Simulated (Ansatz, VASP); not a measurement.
**One calculation of Te5W, two programs**

```
Te W
1.0
     0.00000    5.33055    5.33055
     5.33055    0.00000    5.33055
     5.33055    5.33055    0.00000
Te W
5 1
Direct
  0.36318 0.91046 0.36318
  0.36318 0.36318 0.36318
  0.91046 0.36318 0.36318
  0.36318 0.36318 0.91046
  0.75000 0.75000 0.75000
  0.50000 0.50000 0.50000
```

Alike in both runs: functional PBE; k mesh 6 × 6 × 6; occupations gaussian, width 0.1 eV; no spin polarisation.

Ansatz relaxed the structure, and its values are those at the end. VASP's run is a single point on that final structure, the one shown.

|  | VASP | Ansatz |
| --- | --- | --- |
| version | VASP 6.6.1 | Ansatz 0.2.0 |
| potentials or method | VASP PAW PBE potentials, release 64 (Te, W_sv), cutoff 500 eV | scalar-relativistic, plane waves, PAW |
| valence electrons in the cell | 44 | 94 |

|  | VASP | Ansatz | Ansatz less VASP |
| --- | --- | --- | --- |
| gap on the k mesh at the Fermi level (eV) | none | none | - |
| pressure (GPa) | 0.0 | 0.0 | +0.03 |
| rms of the force components (eV/Å) | 0.005 | 0.004 | -0.0004 |

A gap of «none» marks a metal or a gap that the smearing closes. VASP's potentials hold 44 valence electrons a cell and Ansatz's 94, so a difference there can come from the potentials and not from the codes.

Neither program's run includes spin-orbit coupling.
